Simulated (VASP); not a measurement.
A run of VASP 6.6.1 is set up as follows.

The input POSCAR:

```
ScAl3
1.0
    4.0860345568      0.0000000000      0.0000000000
    0.0000000000      4.0860345568      0.0000000000
    0.0000000000      0.0000000000      4.0860345568
Al Sc
3 1
Direct
    0.0000000000      0.5000000000      0.5000000000
    0.5000000000      0.0000000000      0.5000000000
    0.5000000000      0.5000000000      0.0000000000
    0.0000000000      0.0000000000      0.0000000000
```

INCAR.step1

```
PREC = Accurate
ENCUT = 520
ISMEAR = 0
SIGMA = 0.1
LREAL = False
LASPH = True
NELM = 80
NBANDS = 18
GGA = PE
ALGO = Normal
EDIFF = 1E-4
LWAVE = True
LCHARG = False
```

File INCAR.step2:

```
PREC = Accurate
ENCUT = 520
EDIFF = 1E-6
ISMEAR = 0
SIGMA = 0.1
LREAL = False
LASPH = True
NELM = 80
ALGO = Normal
ISIF = 2
LWAVE = False
LCHARG = False
METAGGA = R2SCAN
LMIXTAU = True
NBANDS = 18
ISTART = 1
```

Contents of KPOINTS:

```
Automatic mesh
0
Gamma
  16 16 16
```

Potentials or basis: VASP PAW PBE potentials, release 64 (Al, Sc_sv).

Launch:

```console
$ cat potpaw_PBE.64/Al/POTCAR potpaw_PBE.64/Sc_sv/POTCAR > POTCAR
$ cp INCAR.step1 INCAR
$ mpirun -np 1 vasp_std > vasp.out
$ cp INCAR.step2 INCAR
$ mpirun -np 1 vasp_std > vasp.out
```

Question: Predict the pressure.

Answer: 0.0 GPa.

Question: What does it give for the band gap on the k mesh?

Answer: Zero (bands 10 and 11 overlap by 4.26 eV).

Caveat: the PAW data sets were made with another functional, which shifts forces and pressure a little.
